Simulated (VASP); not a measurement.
# Sb in VASP: a series of runs

Sb is run at these levels: PBEsol, PBE+D3(BJ), PBE+D4, PBE; tasks: single point.

All numbers are computed with VASP 6.6.1; they aren't measurements. Logs are shortened: lines on timing, memory, paths and dates and some standing lists are left out, and cuts for length are marked.

## 1. The cell of the first run

It takes space group P2_1/m (No. 11, monoclinic). The conventional cell has a = 3.326 Å, b = 5.470 Å, c = 3.355 Å, α = 90.00°, β = 119.14°, γ = 90.00°. Within 4.4 Å of Sb (site symmetry m) lie 12 Sb at 3.33 to 3.38 Å.

## 2. Single point, PBEsol

Input file INCAR:

```
SYSTEM = Sb
ALGO     = Normal         ! electronic algorithm
EDIFF    = 1E-7           ! SCF threshold, eV
ENCUT    = 520            ! plane-wave cutoff, eV
GGA      = PS             ! functional
ISIF     = 2              ! what is computed and relaxed
ISMEAR   = -1             ! smearing method
LASPH    = .True.         ! aspherical terms in the spheres
LCHARG   = .True.         ! write CHGCAR
LELF     = .True.         ! ELF
LREAL    = .False.        ! projectors in reciprocal space
LVHAR    = .True.       
LWAVE    = .False.        ! write WAVECAR
NBANDS   = 12             ! bands
NELM     = 100            ! most SCF steps
PREC     = Accurate       ! precision mode
SIGMA    = 0.05           ! smearing width, eV
```

Input file KPOINTS:

```
k-points
0
Gamma
  8 8 4
  0 0 0
```

Input file POSCAR:

```
Sb
1.0
    3.3545324186     -0.0335453242      0.0000000000
   -1.7063173122      2.9218829544      0.0000000000
    0.0000000000      0.0000000000      5.4701606500
Sb
2
Direct
    0.6666666667      0.3333333333      0.7500000000
    0.3333333333      0.6666666667      0.2500000000
```

Potentials or basis: VASP PAW PBE potentials, release 64 (Sb).

Launch:

```
$ cat potpaw_PBE.64/Sb/POTCAR > POTCAR
$ mpirun -np 1 vasp_std > vasp.out
```

OUTCAR:

```text
SYSTEM = Sb
   EDIFF = 1E-7
   ENCUT = 520
   GGA = PS
   ISIF = 2
   ISMEAR = -1
   LASPH = .True.
   LREAL = .False.
   NELM = 100
   PREC = Accurate

 ion  position               nearest neighbor table
   1  0.667  0.333  0.750-   2 3.34   2 3.34   2 3.35   2 3.35   2 3.36   2 3.36
   2  0.333  0.667  0.250-   1 3.34   1 3.34   1 3.35   1 3.35   1 3.36   1 3.36

  LATTYP: Found a simple monoclinic cell.
 ALAT       =     3.3255236134
 B/A-ratio  =     1.6449020623
 C/A-ratio  =     1.0087735139
 COS(beta)  =    -0.4869160342

  Lattice vectors:

 A1 = (   1.6482151064,   2.8883376302,   0.0000000000)
 A2 = (   0.0000000000,   0.0000000000,  -5.4701606500)
 A3 = (  -3.3545324186,   0.0335453242,   0.0000000000)

Analysis of symmetry for initial positions (statically):
=====================================================================
 Subroutine PRICEL returns:
 Original cell was already a primitive cell.

 Routine SETGRP: Setting up the symmetry group for a
 simple monoclinic supercell.

 Subroutine GETGRP returns: Found  4 space group operations
 (whereof  2 operations were pure point group operations)
 out of a pool of  4 trial point group operations.

The static configuration has the point symmetry S_2 .
 The point group associated with its full space group is C_2h.

Analysis of symmetry for dynamics (positions and initial velocities):
=====================================================================
 Subroutine PRICEL returns:
 Original cell was already a primitive cell.

 Routine SETGRP: Setting up the symmetry group for a
 simple monoclinic supercell.

 Subroutine GETGRP returns: Found  4 space group operations
 (whereof  2 operations were pure point group operations)
 out of a pool of  4 trial point group operations.

The dynamic configuration has the point symmetry S_2 .
 The point group associated with its full space group is C_2h.

 Subroutine INISYM returns: Found  4 space group operations
 (whereof  2 operations are pure point group operations),
 and found     1 'primitive' translations

----------------------------------------------------------------------------------------

                                     Primitive cell

  volume of cell :      53.3030

  direct lattice vectors                    reciprocal lattice vectors
     3.354532419 -0.033545324  0.000000000     0.299855230  0.175109057  0.000000000
    -1.706317312  2.921882954  0.000000000     0.003442554  0.344255436  0.000000000
     0.000000000  0.000000000  5.470160650     0.000000000  0.000000000  0.182809987

  length of vectors
     3.354700141  3.383625093  5.470160650     0.347241042  0.344272648  0.182809987

  position of ions in fractional coordinates (direct lattice)
     0.666666667  0.333333333  0.750000000
     0.333333333  0.666666667  0.250000000

  ion indices of the primitive-cell ions
   primitive index   ion index
                 1           1
                 2           2

----------------------------------------------------------------------------------------

 KPOINTS: k-points

Automatic generation of k-mesh.
 Grid dimensions read from file:
 generate k-points for:    8    8    4

 Generating k-lattice:

  Cartesian coordinates                     Fractional coordinates (reciprocal lattice)
     0.037481904  0.021888632  0.000000000     0.125000000  0.000000000  0.000000000
     0.000430319  0.043031929  0.000000000     0.000000000  0.125000000  0.000000000
     0.000000000  0.000000000  0.045702497     0.000000000  0.000000000  0.250000000

  Length of vectors
     0.043405130  0.043034081  0.045702497

  Shift w.r.t. Gamma in fractional coordinates (k-lattice)
     0.000000000  0.000000000  0.000000000

 Subroutine IBZKPT returns following result:
 ===========================================

 Found    102 irreducible k-points:

 Following reciprocal coordinates:
            Coordinates               Weight
  0.000000  0.000000  0.000000      1.000000
  0.125000  0.000000  0.000000      2.000000
  0.250000  0.000000  0.000000      2.000000
  0.375000  0.000000  0.000000      2.000000
  0.500000  0.000000  0.000000      1.000000
  0.000000  0.125000  0.000000      2.000000
[... 16 lines left out ...]
  0.125000  0.375000  0.000000      2.000000
  0.250000  0.375000  0.000000      2.000000
 [... further k-points ...]
   k-points           NKPTS =    102   k-points in BZ     NKDIM =    102   number of bands    NBANDS=     12
   number of dos      NEDOS =    301   number of ions     NIONS =      2
   total plane-waves  NPLWV =  32928
   dimension x,y,z NGX =    28 NGY =   28 NGZ =   42
   dimension x,y,z NGXF=    56 NGYF=   56 NGZF=   84
   ions per type =               2
   NGX,Y,Z   is equivalent  to a cutoff of  13.88, 13.76, 12.76 a.u.
   NGXF,Y,Z  is equivalent  to a cutoff of  27.75, 27.51, 25.53 a.u.
 SYSTEM =  Sb
   PREC   = accura    normal or accurate (medium, high low for compatibility)
   ISTART =      0    job   : 0-new  1-cont  2-samecut
   ICHARG =      2    charge: 1-file 2-atom 10-const
   ISPIN  =      1    spin polarized calculation?
   LNONCOLLINEAR =      F non collinear calculations
   LSORBIT =      F    spin-orbit coupling
   LASPH  =      T    aspherical Exc in radial PAW
   ENCUT  =  520.0 eV  38.22 Ry    6.18 a.u.   6.24  6.29 10.17*2*pi/ulx,y,z
   NELM   =    100;   NELMIN=  2; NELMDL= -5     # of ELM steps
   EDIFF  = 0.1E-06   stopping-criterion for ELM
   LREAL  =      F    real-space projection
   EDIFFG = 0.1E-05   stopping-criterion for IOM
   NSW    =      0    number of steps for IOM
   IBRION =     -1    ionic relax: 0-MD 1-quasi-New 2-CG
   NFREE  =      0    steps in history (QN), initial steepest desc. (CG)
   ISIF   =      2    stress and relaxation
   ISYM   =      2    0-nonsym 1-usesym 2-fastsym
   POTIM  = 0.5000    time-step for ionic-motion
   TEBEG  =    0.0;   TEEND  =   0.0 temperature during run
   PSTRESS=    0.0 pullay stress
   NELECT =      10.0000    total number of electrons
   NUPDOWN=      -1.0000    fix difference up-down
   EMIN   =  10.00;   EMAX   =-10.00  energy-range for DOS
   EFERMI =   0.00;   METHOD = LEGACY
   ISMEAR =    -1;   SIGMA  =   0.05  broadening in eV -4-tet -1-fermi 0-gaus
   EFERMI_NEDOS =   21; number of points for ismear=-14 and -15
   IALGO  =     38    algorithm
   IMIX   =      4    mixing-type and parameters
     AMIX     =   0.40;   BMIX     =  1.00
     AMIX_MAG =   1.60;   BMIX_MAG =  1.00
  volume/ion in A,a.u.               =      26.65       179.85
  Fermi-wavevector in a.u.,A,eV,Ry     =   0.937183  1.771019 11.950160  0.878312
  Thomas-Fermi vector in A             =   2.064268
   LORBIT       =      0    0 simple, 1 ext, 2 COOP (PROOUT), +10 PAW based schemes
   GGA     = PS    functional components
   LHFCALC =     F    Hartree Fock is set to
   AEXX    =    0.0000 exact exchange contribution
   IVDW    =     0    specifies the selected vdW correction
   LEPSILON=     F    determine dielectric tensor
   LRPA    =     F    only Hartree local field effects (RPA)
 non-spin polarized calculation
  energy-cutoff  :      520.00
  volume of cell :       53.30
 maximum number of plane-waves:      1452
 NGX is ok and might be reduce to    28
   NGX = 13   NGY = 13   NGZ = 21

 number of electron      10.0000000 magnetization

 Free energy of the ion-electron system (eV)
  ---------------------------------------------------
  ext. energy  EPLUGINS =         0.00000000
  ---------------------------------------------------
  free energy    TOTEN  =        -8.65014499 eV

  energy without entropy =       -8.63558425  energy(sigma->0) =       -8.64286462

 E-fermi :   8.4464     XC(G=0): -10.3764

 val. band max:        8.4277592921   @ k =   0.5000   0.2500   0.2500
 cond. band min:       8.4563076873   @ k =  -0.3750   0.1250   0.2500
 fundamental gap:      0.0285483953
 Fermi energy:         8.4464424842

 k-point     1 :       0.0000    0.0000    0.0000
  band No.  band energies     occupation
      1      -4.5067      2.00000
      2      -0.6819      2.00000
      3       2.6281      2.00000
      4      11.9898      0.00000
      5      12.2403      0.00000
      6      13.6138      0.00000
      7      13.8868      0.00000
      8      14.0138      0.00000
      9      16.2636      0.00000
     10      17.4741      0.00000
     11      18.3080      0.00000
     12      18.6870      0.00000

 k-point     2 :       0.1250    0.0000    0.0000
  band No.  band energies     occupation
      1      -4.2240      2.00000
      2      -0.4333      2.00000
      3       2.9228      2.00000
      4       9.9991      0.00000
      5      11.0956      0.00000
      6      12.4288      0.00000
      7      13.6931      0.00000
      8      13.6987      0.00000
      9      15.9535      0.00000
     10      17.8399      0.00000
     11      18.2655      0.00000
     12      18.6461      0.00000

 k-point     3 :       0.2500    0.0000    0.0000
  band No.  band energies     occupation
      1      -3.3845      2.00000
      2       0.2632      2.00000
      3       3.7896      2.00000
      4       6.7428      2.00000
      5       9.7950      0.00000
      6       9.8368      0.00000
      7      12.2242      0.00000
      8      12.9939      0.00000
      9      14.0975      0.00000
     10      16.7515      0.00000
     11      17.7065      0.00000
     12      18.3069      0.00000
[... 286 lines left out ...]
 k-point    23 :       0.1250    0.3750    0.0000
  band No.  band energies     occupation
      1      -1.1326      2.00000
      2       0.8155      2.00000
      3       4.1775      2.00000
      4       5.9453      2.00000
      5       6.0536      2.00000
      6       7.6305      2.00000
      7       8.8726      0.00040
      8      10.7554      0.00000
      9      14.2639      0.00000
     10      14.9613      0.00000
     11      18.9051      0.00000
     12      19.3181      0.00000

 k-point    24 :       0.2500    0.3750    0.0000
  band No.  band energies     occupation
      1      -0.1750      2.00000
      2       0.6312      2.00000
      3       4.1972      2.00000
      4       6.0788      2.00000
      5       6.1974      2.00000
      6       7.0829      2.00000
      7       8.2786      1.93263
      8       8.3167      1.86110
      9      12.4055      0.00000
     10      18.3577      0.00000
     11      20.8094      0.00000
     12      21.3230      0.00000

 [... further k-points ...]
[... 5 lines left out ...]
  --------------------------------------------------------------------------------------
  -------------------------------------------------------------------------------------
  Total       -0.5525524     -0.6601051      0.0432110      0.0194970      0.0000000      0.0000000
  in kB      -16.6085902    -19.8414036      1.2988354      0.5860400      0.0000000      0.0000000
  external PRESSURE =     -11.7170528 kB  Pullay stress =       0.0000000 kB

 VOLUME and BASIS-vectors are now :
 -----------------------------------------------------------------------------
  energy-cutoff  :      520.00
  volume of cell :       53.30
      direct lattice vectors                 reciprocal lattice vectors
     3.354532419 -0.033545324  0.000000000     0.299855230  0.175109057  0.000000000
    -1.706317312  2.921882954  0.000000000     0.003442554  0.344255436  0.000000000
     0.000000000  0.000000000  5.470160650     0.000000000  0.000000000  0.182809987

 POSITION                                       TOTAL-FORCE (eV/Angst)
 -----------------------------------------------------------------------------------
      1.66758      0.95160      4.10262        -0.014153     -0.000110      0.000000
     -0.01937      1.93674      1.36754         0.014153      0.000110      0.000000
 -----------------------------------------------------------------------------------
    total drift:                                0.000000     -0.000000     -0.000000

  FREE ENERGIE OF THE ION-ELECTRON SYSTEM (eV)
  ---------------------------------------------------
  free  energy   TOTEN  =        -8.6501449854 eV

  energy  without entropy=       -8.6355842485  energy(sigma->0) =       -8.64286462
```

It took 44 s on 1 thread of Intel Xeon Platinum 8488C (Sapphire Rapids), shared host; peak memory 0.19 GiB.

Results:

```
Free energy            : -8.6501 eV
Pressure               : -1.2 GPa
Largest force          : 0.014 eV/Å
Band gap on the k mesh : zero (band 5 reaches 12.80 eV, above the bottom of band 6 at 5.87 eV)
```

Forces in eV/Å, atoms in the order of the input:
```
Sb  -0.014  0.000  0.000
Sb   0.014  0.000  0.000
```

Stress tensor (GPa, compression positive):
```
-1.66  0.06  0.00
 0.06 -1.98  0.00
 0.00  0.00  0.13
```

Levels at points of the mesh, in eV from the Fermi level:
```csv
k point,band 1,band 2,band 3,band 4,band 5,band 6,band 7,band 8,band 9,band 10
"(0.00, 0.00, 0.00)",-12.95,-9.13,-5.82,3.54,3.79,5.17,5.44,5.57,7.82,9.03
"(0.50, 0.00, 0.00)",-9.24,-7.98,-4.27,-3.02,-2.13,-0.06,0.23,3.54,4.32,7.40
"(0.00, 0.50, 0.00)",-9.34,-8.04,-4.30,-3.04,-2.23,-0.09,0.44,3.75,4.50,7.55
"(0.50, 0.50, 0.00)",-9.45,-8.10,-4.33,-3.05,-2.32,-0.12,0.64,3.96,4.67,7.71
"(0.00, 0.00, 0.50)",-11.71,-11.71,-0.74,-0.74,4.35,4.35,4.61,4.61,8.72,8.72
"(0.50, 0.00, 0.50)",-8.36,-8.36,-5.30,-5.30,1.47,1.47,1.88,1.88,5.73,5.73
"(0.00, 0.50, 0.50)",-8.46,-8.46,-5.33,-5.33,1.68,1.68,1.89,1.89,5.86,5.86
"(0.50, 0.50, 0.50)",-8.56,-8.56,-5.35,-5.35,1.87,1.87,1.90,1.90,5.99,5.99
```

Caveat: the PAW data sets were made with another functional, which shifts forces and pressure a little; spin-orbit coupling is left out, which moves the levels of the heavy elements.

(Continued in part 2 of 2.)
